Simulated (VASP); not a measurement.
# LiBPt (P-6m2) in VASP: single point with PBE

Aim: the single point of LiBPt with PBE.

All numbers are computed with VASP 6.6.1; they aren't measurements. Logs are shortened: lines on timing, memory, paths and dates and some standing lists are left out, and cuts for length are marked.

### 1 The cell of the first run

Symmetry: P-6m2, No. 187, hexagonal system. Conventional cell: a = 3.512 Å, b = 3.512 Å, c = 3.927 Å, α = 90.00°, β = 90.00°, γ = 120.00°. Within 3.7 Å of Li (site symmetry -6m2) lie 6 B at 2.82 Å and 6 Pt at 2.82 Å and 6 Li at 3.51 Å. Within 2.7 Å of B (site symmetry -6m2) lie 3 Pt at 2.03 Å. Within 2.7 Å of Pt (site symmetry -6m2) lie 3 B at 2.03 Å.

The cell was generated, and may not be a known phase.

### 2 Single point, PBE

The input, INCAR:

```
SYSTEM = LiBPt
  PREC = Accurate
  ENCUT = 880
  EDIFF = 1E-6
  ISMEAR = 0
  SIGMA = 0.1
  LREAL = .FALSE.
  LASPH = .TRUE.
  NELM = 120
  ALGO = Normal
  ISIF = 2
  LWAVE = .FALSE.
  LCHARG = .FALSE.
  GGA = PE
  NBANDS = 19
  GGA_COMPAT = .FALSE.
```

The input, KPOINTS:

```
regular mesh
0
G
  18 18 12
  0 0 0
```

The input, POSCAR:

```
LiBPt
1.0
    3.5124872240      0.0000000000      0.0000000000
   -1.7562436120      3.0419031664      0.0000000000
    0.0000000000      0.0000000000      3.9270314001
Li B Pt
1 1 1
Direct
    0.0000000000      0.0000000000      0.0000000000
    0.6666666667      0.3333333333      0.5000000000
    0.3333333333      0.6666666667      0.5000000000
```

Potentials or basis: VASP PAW PBE potentials, release 64 (Li_sv, B, Pt_sv_GW).

Run with:

```bash
$ cat potpaw_PBE.64/Li_sv/POTCAR potpaw_PBE.64/B/POTCAR potpaw_PBE.64/Pt_sv_GW/POTCAR > POTCAR
$ mpirun -np 1 vasp_std > vasp.out
```

OUTCAR:

```text
SYSTEM = LiBPt
   PREC = Accurate
   ENCUT = 880
   EDIFF = 1E-6
   ISMEAR = 0
   LREAL = .FALSE.
   LASPH = .TRUE.
   NELM = 120
   ISIF = 2
   GGA = PE

 ion  position               nearest neighbor table
   1  0.000  0.000  0.000-   3 2.82   3 2.82   3 2.82   3 2.82   3 2.82   3 2.82
   2  0.667  0.333  0.500-   3 2.03   3 2.03   3 2.03
   3  0.333  0.667  0.500-   2 2.03   2 2.03   2 2.03   1 2.82   1 2.82   1 2.82   1 2.82   1 2.82
                             1 2.82

  LATTYP: Found a hexagonal cell.
 ALAT       =     3.5124872240
 C/A-ratio  =     1.1180201235

  Lattice vectors:

 A1 = (   3.5124872240,   0.0000000000,   0.0000000000)
 A2 = (  -1.7562436120,   3.0419031664,   0.0000000000)
 A3 = (   0.0000000000,   0.0000000000,   3.9270314001)

Analysis of symmetry for initial positions (statically):
=====================================================================
 Subroutine PRICEL returns:
 Original cell was already a primitive cell.

 Routine SETGRP: Setting up the symmetry group for a
 hexagonal supercell.

 Subroutine GETGRP returns: Found 12 space group operations
 (whereof 12 operations were pure point group operations)
 out of a pool of 24 trial point group operations.

The static configuration has the point symmetry D_3h.

Analysis of symmetry for dynamics (positions and initial velocities):
=====================================================================
 Subroutine PRICEL returns:
 Original cell was already a primitive cell.

 Routine SETGRP: Setting up the symmetry group for a
 hexagonal supercell.

 Subroutine GETGRP returns: Found 12 space group operations
 (whereof 12 operations were pure point group operations)
 out of a pool of 24 trial point group operations.

The dynamic configuration has the point symmetry D_3h.

 Subroutine INISYM returns: Found 12 space group operations
 (whereof 12 operations are pure point group operations),
 and found     1 'primitive' translations

----------------------------------------------------------------------------------------

                                     Primitive cell

  volume of cell :      41.9589

  direct lattice vectors                    reciprocal lattice vectors
     3.512487224  0.000000000  0.000000000     0.284698544  0.164370781  0.000000000
[... 84 lines left out ...]
   LSORBIT =      F    spin-orbit coupling
   LASPH  =      T    aspherical Exc in radial PAW
   ENCUT  =  880.0 eV  64.68 Ry    8.04 a.u.   8.50  8.50  9.50*2*pi/ulx,y,z
   NELM   =    120;   NELMIN=  2; NELMDL= -5     # of ELM steps
   EDIFF  = 0.1E-05   stopping-criterion for ELM
   LREAL  =      F    real-space projection
   EDIFFG = 0.1E-04   stopping-criterion for IOM
   NSW    =      0    number of steps for IOM
   IBRION =     -1    ionic relax: 0-MD 1-quasi-New 2-CG
   NFREE  =      0    steps in history (QN), initial steepest desc. (CG)
   ISIF   =      2    stress and relaxation
   ISYM   =      2    0-nonsym 1-usesym 2-fastsym
   POTIM  = 0.5000    time-step for ionic-motion
   TEBEG  =    0.0;   TEEND  =   0.0 temperature during run
   PSTRESS=    0.0 pullay stress
   NELECT =      24.0000    total number of electrons
   NUPDOWN=      -1.0000    fix difference up-down
   EMIN   =  10.00;   EMAX   =-10.00  energy-range for DOS
   EFERMI =   0.00;   METHOD = LEGACY
   ISMEAR =     0;   SIGMA  =   0.10  broadening in eV -4-tet -1-fermi 0-gaus
   EFERMI_NEDOS =   21; number of points for ismear=-14 and -15
   IALGO  =     38    algorithm
   IMIX   =      4    mixing-type and parameters
     AMIX     =   0.40;   BMIX     =  1.00
     AMIX_MAG =   1.60;   BMIX_MAG =  1.00
  volume/ion in A,a.u.               =      13.99        94.38
  Fermi-wavevector in a.u.,A,eV,Ry     =   1.358951  2.568045 25.126523  1.846747
  Thomas-Fermi vector in A             =   2.485740
   LORBIT       =      0    0 simple, 1 ext, 2 COOP (PROOUT), +10 PAW based schemes
   GGA     = PE    functional components
   LHFCALC =     F    Hartree Fock is set to
   AEXX    =    0.0000 exact exchange contribution
   IVDW    =     0    specifies the selected vdW correction
   LEPSILON=     F    determine dielectric tensor
   LRPA    =     F    only Hartree local field effects (RPA)
 non-spin polarized calculation
 Gauss-broadening in eV      SIGMA  =   0.10
  energy-cutoff  :      880.00
  volume of cell :       41.96
 maximum number of plane-waves:      2533
 NGX is ok and might be reduce to    36
   NGX = 17   NGY = 17   NGZ = 19

 number of electron      24.0000000 magnetization

 Free energy of the ion-electron system (eV)
  ---------------------------------------------------
  ext. energy  EPLUGINS =         0.00000000
  ---------------------------------------------------
  free energy    TOTEN  =       -15.61065360 eV

  energy without entropy =      -15.60624035  energy(sigma->0) =      -15.60844697

 E-fermi :   5.2018     XC(G=0): -10.5248

 val. band max:        5.2007438444   @ k =   0.1667   0.0000   0.0833
 cond. band min:       5.2214752707   @ k =   0.2778   0.0556   0.2500
 fundamental gap:      0.0207314263
 Fermi energy:         5.2017775470

 k-point     1 :       0.0000    0.0000    0.0000
  band No.  band energies     occupation
      1     -94.2356      2.00000
      2     -48.5371      2.00000
      3     -48.5371      2.00000
      4     -47.9934      2.00000
      5     -40.6858      2.00000
      6      -5.1778      2.00000
[... 505 lines left out ...]
      6      -3.2263      2.00000
[... 11 lines left out ...]
     18      14.2979      0.00000
     19      15.2551      0.00000

 [... further k-points ...]

------------------------ aborting loop because EDIFF is reached ----------------------------------------

  FORCE on cell =-STRESS in cart. coord.  units (eV):
  Direction    XX          YY          ZZ          XY          YZ          ZX
  --------------------------------------------------------------------------------------
  -------------------------------------------------------------------------------------
  Total        0.0068362      0.0068362     -0.0219948     -0.0000000     -0.0000000      0.0000000
  in kB        0.2610361      0.2610361     -0.8398567     -0.0000000     -0.0000000      0.0000000
  external PRESSURE =      -0.1059281 kB  Pullay stress =       0.0000000 kB

 VOLUME and BASIS-vectors are now :
 -----------------------------------------------------------------------------
  energy-cutoff  :      880.00
  volume of cell :       41.96
      direct lattice vectors                 reciprocal lattice vectors
     3.512487224  0.000000000  0.000000000     0.284698544  0.164370781  0.000000000
    -1.756243612  3.041903166  0.000000000     0.000000000  0.328741563  0.000000000
     0.000000000  0.000000000  3.927031400     0.000000000  0.000000000  0.254645277

 POSITION                                       TOTAL-FORCE (eV/Angst)
 -----------------------------------------------------------------------------------
      0.00000      0.00000      0.00000         0.000000      0.000000      0.000000
      1.75624      1.01397      1.96352         0.000000     -0.000000      0.000000
     -0.00000      2.02794      1.96352        -0.000000      0.000000      0.000000
 -----------------------------------------------------------------------------------
    total drift:                                0.000001     -0.000001     -0.000000

  FREE ENERGIE OF THE ION-ELECTRON SYSTEM (eV)
  ---------------------------------------------------
  free  energy   TOTEN  =       -15.6106535983 eV

  energy  without entropy=      -15.6062403451  energy(sigma->0) =      -15.60844697
```

OSZICAR:

```text
N       E                     dE             d eps       ncg     rms          rms(c)
DAV:   1     0.294126158085E+03    0.29413E+03   -0.19005E+04  9978   0.189E+03
DAV:   2    -0.411730784979E+01   -0.29824E+03   -0.29125E+03 11540   0.498E+02
DAV:   3    -0.191757839199E+02   -0.15058E+02   -0.14906E+02 12304   0.108E+02
DAV:   4    -0.197412724766E+02   -0.56549E+00   -0.56238E+00 14796   0.179E+01
DAV:   5    -0.197457036355E+02   -0.44312E-02   -0.44302E-02 11597   0.171E+00    0.778E+01
DAV:   6    -0.161321007936E+02    0.36136E+01   -0.32530E+01 11319   0.358E+01    0.554E+01
DAV:   7    -0.157056043945E+02    0.42650E+00   -0.51111E+00 10724   0.193E+01    0.300E+01
DAV:   8    -0.156287598080E+02    0.76845E-01   -0.20510E-01 10599   0.398E+00    0.344E+00
DAV:   9    -0.156106840908E+02    0.18076E-01   -0.11393E-01 11722   0.235E+00    0.695E-01
DAV:  10    -0.156106295440E+02    0.54547E-04   -0.61849E-03 10645   0.659E-01    0.241E-01
DAV:  11    -0.156106530252E+02   -0.23481E-04   -0.11477E-04 13379   0.925E-02    0.154E-01
DAV:  12    -0.156106535983E+02   -0.57311E-06   -0.32720E-06 11826   0.168E-02
   1 F= -.15610654E+02 E0= -.15608447E+02  d E =-.441325E-02
```

Run time: 2.5 min. Hardware: 1 thread of AMD EPYC 9R45 (Zen 5), shared host; peak memory 0.58 GiB.

Results:

```yaml
Free_energy: -15.6107 eV
Pressure: 0.0 GPa
Band_gap_on_the_k_mesh: zero (bands 12 and 13 overlap by 2.19 eV)
```

Levels at points of the mesh, in eV from the Fermi level:
```csv
k point,band 10,band 11,band 12,band 13,band 14,band 15
"(0.00, 0.00, 0.00)",-3.07,-3.07,-1.01,6.18,6.18,6.25
"(0.50, 0.00, 0.00)",-3.84,-3.29,-2.97,0.82,2.91,6.33
"(0.00, 0.00, 0.50)",-3.28,-3.28,-2.58,6.42,6.50,6.64
"(0.50, 0.00, 0.50)",-3.60,-3.05,-1.66,-0.17,1.38,3.70
```

Caveat: spin-orbit coupling is left out, which moves the levels of the heavy elements.

The gap in the log of VASP goes by the Fermi energy; the results here count the filled bands.